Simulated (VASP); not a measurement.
# ZnS (P6_3mc) in VASP: further runs, part 2 of 2

VASP 6.6.1. Earlier steps stand in the parts before.

## (3) Single point, PBEsol (volume 16.915 Å^3 an atom, c/a of the conventional cell 1.5453)

Contents of INCAR:

```
PREC = Accurate
ENCUT = 520
EDIFF = 1E-6
ISMEAR = 0
SIGMA = 0.05
LREAL = False
LASPH = True
NELM = 80
ALGO = Normal
ISIF = 2
LWAVE = False
LCHARG = False
GGA = PS
NBANDS = 26
```

Contents of KPOINTS:

```
regular mesh
0
Gamma
  9 9 6
```

Contents of POSCAR:

```
ZnS
1.0
    3.6976816583      0.0000000000      0.0000000000
   -1.8488408292      3.2022862512      0.0000000000
    0.0000000000      0.0000000000      5.7140274666
Zn S
2 2
Direct
    0.3333333333      0.6666666667      0.0054424479
    0.6666666667      0.3333333333      0.5054424479
    0.3333333333      0.6666666667      0.3795575521
    0.6666666667      0.3333333333      0.8795575521
```

Potentials or basis: VASP PAW PBE potentials, release 64 (Zn, S).

On the command line:

```bash
cat potpaw_PBE.64/Zn/POTCAR potpaw_PBE.64/S/POTCAR > POTCAR
mpirun -np 1 vasp_std > vasp.out
```

It took 80 s on 1 thread of Intel Xeon 6975P-C, shared host; peak memory 0.22 GiB.

The run converged. Its results:

| Property | Result |
| --- | --- |
| Free energy | -14.6727 eV |
| Pressure | 14.5 GPa |
| Largest force | 0.932 eV/Å |
| Band gap on the k mesh | 2.70 eV, direct |

Forces on the atoms (eV/Å):
```
Zn   0.000  0.000 -0.932
Zn   0.000  0.000 -0.932
S    0.000  0.000  0.932
S    0.000  0.000  0.932
```

Stress tensor (GPa, compression positive):
```
 9.19  0.00  0.00
 0.00  9.19  0.00
 0.00  0.00 25.16
```

Levels at points of the mesh, in eV from the valence-band top:
```
           k point  band 15  band 16  band 17  band 18  band 19  band 20  band 21  band 22
(0.00, 0.00, 0.00)    -1.47    -0.10    -0.10     0.00     2.70     2.77     5.75     5.75
(0.00, 0.00, 0.50)    -0.83    -0.83    -0.83    -0.83     3.50     3.50     6.26     6.26
```

Caveat: the PAW data sets were made with another functional, which shifts forces and pressure a little.

## (4) Single point, PBEsol (volume 16.915 Å^3 an atom, c/a of the conventional cell 1.3687)

Contents of INCAR:

```
PREC = Accurate ; ENCUT = 520
EDIFF = 1E-7 ; ISMEAR = 0
SIGMA = 0.05 ; LREAL = False
LASPH = True ; NELM = 60
ALGO = Normal ; ISIF = 2
LWAVE = False ; LCHARG = True
GGA = PS ; LELF = True
LVHAR = True ; NBANDS = 26
```

Contents of KPOINTS:

```
Automatic mesh
0
Gamma
  9 9 6
```

Contents of POSCAR:

```
ZnS
1.0
    3.8503277394      0.0000000000      0.0000000000
   -1.9251638697      3.3344816352      0.0000000000
    0.0000000000      0.0000000000      5.2699435769
Zn S
2 2
Direct
    0.3333333333      0.6666666667      0.0054424479
    0.6666666667      0.3333333333      0.5054424479
    0.3333333333      0.6666666667      0.3795575521
    0.6666666667      0.3333333333      0.8795575521
```

Potentials or basis: VASP PAW PBE potentials, release 64 (Zn, S).

On the command line:

```bash
cat potpaw_PBE.64/Zn/POTCAR potpaw_PBE.64/S/POTCAR > POTCAR
mpirun -np 1 vasp_std > vasp.out
```

OUTCAR:

```text
PREC = Accurate
   ENCUT = 520
   EDIFF = 1E-7
   ISMEAR = 0
   LREAL = False
   LASPH = True
   NELM = 60
   ISIF = 2
   GGA = PS

 ion  position               nearest neighbor table
   1  0.333  0.667  0.005-   3 1.97   4 2.32   4 2.32   4 2.32
   2  0.667  0.333  0.505-   4 1.97   3 2.32   3 2.32   3 2.32
   3  0.333  0.667  0.380-   1 1.97   2 2.32   2 2.32   2 2.32
   4  0.667  0.333  0.880-   2 1.97   1 2.32   1 2.32   1 2.32

  LATTYP: Found a hexagonal cell.
 ALAT       =     3.8503277394
[... 889 lines left out ...]
     25      13.5961      0.00000
     26      14.0802      0.00000

 [... further k-points ...]
[... 5 lines left out ...]
  --------------------------------------------------------------------------------------
  -------------------------------------------------------------------------------------
  Total        1.2090797      1.2090797     24.4995701      0.0000000     -0.0000000      0.0000000
  in kB       28.6308017     28.6308017    580.1456658      0.0000000     -0.0000000      0.0000000
  external PRESSURE =     212.4690897 kB  Pullay stress =       0.0000000 kB

 VOLUME and BASIS-vectors are now :
 -----------------------------------------------------------------------------
  energy-cutoff  :      520.00
  volume of cell :       67.66
      direct lattice vectors                 reciprocal lattice vectors
     3.850327739  0.000000000  0.000000000     0.259718151  0.149948344  0.000000000
    -1.925163870  3.334481635  0.000000000     0.000000000  0.299896688  0.000000000
     0.000000000  0.000000000  5.269943577     0.000000000  0.000000000  0.189755352

 POSITION                                       TOTAL-FORCE (eV/Angst)
 -----------------------------------------------------------------------------------
     -0.00000      2.22299      0.02868        -0.000000     -0.000000     -4.072624
      1.92516      1.11149      2.66365         0.000000      0.000000     -4.072624
     -0.00000      2.22299      2.00025         0.000000     -0.000000      4.072624
      1.92516      1.11149      4.63522        -0.000000     -0.000000      4.072624
 -----------------------------------------------------------------------------------
    total drift:                               -0.000000     -0.000000     -0.000922

  FREE ENERGIE OF THE ION-ELECTRON SYSTEM (eV)
  ---------------------------------------------------
  free  energy   TOTEN  =       -13.4883073282 eV

  energy  without entropy=      -13.4883073282  energy(sigma->0) =      -13.48830733
```

Wall time 1.9 min (1 thread of Intel Xeon 6975P-C, shared host); peak memory 0.22 GiB.

Results:

| Item | Value |
| --- | --- |
| Free energy | -13.4883 eV |
| Pressure | 21.2 GPa |
| Largest force | 4.073 eV/Å |
| Band gap on the k mesh | 1.70 eV, direct |

Forces on the atoms (eV/Å):
```
Zn   0.000  0.000 -4.073
Zn   0.000  0.000 -4.073
S    0.000  0.000  4.073
S    0.000  0.000  4.073
```

Levels at points of the mesh, in eV from the valence-band top:
```tsv
k point	band 15	band 16	band 17	band 18	band 19	band 20	band 21	band 22
(0.00, 0.00, 0.00)	-2.11	-0.24	-0.24	0.00	1.70	2.57	5.21	5.21
(0.00, 0.00, 0.50)	-1.22	-1.22	-1.22	-1.22	3.09	3.09	5.67	5.67
```

Caveat: the PAW data sets were made with another functional, which shifts forces and pressure a little. A k mesh can miss the band edges.

## (5) Summary

```tsv
cell	gap on the mesh (eV)	pressure (GPa)	largest force (eV/Å)
a = 3.410, b = 3.410, c = 6.717 Å, angles 90.0, 90.0, 120.0°, 4 atoms	1.21	18.7	1.61
a = 3.698, b = 3.698, c = 5.714 Å, angles 90.0, 90.0, 120.0°, 4 atoms	2.70	14.5	0.93
a = 3.850, b = 3.850, c = 5.270 Å, angles 90.0, 90.0, 120.0°, 4 atoms	1.70	21.2	4.07
```

Alike in all rows: task single point; level PBEsol; potentials or basis VASP PAW PBE potentials, release 64 (Zn, S); no spin polarisation; k mesh 9 × 9 × 6; cutoff (eV) 520; smearing gaussian 0.05 eV.

Caveats: the PAW data sets were made with another functional, which shifts forces and pressure a little.

Total energies depend on the potentials used, so only differences within one code and one set of settings carry meaning.
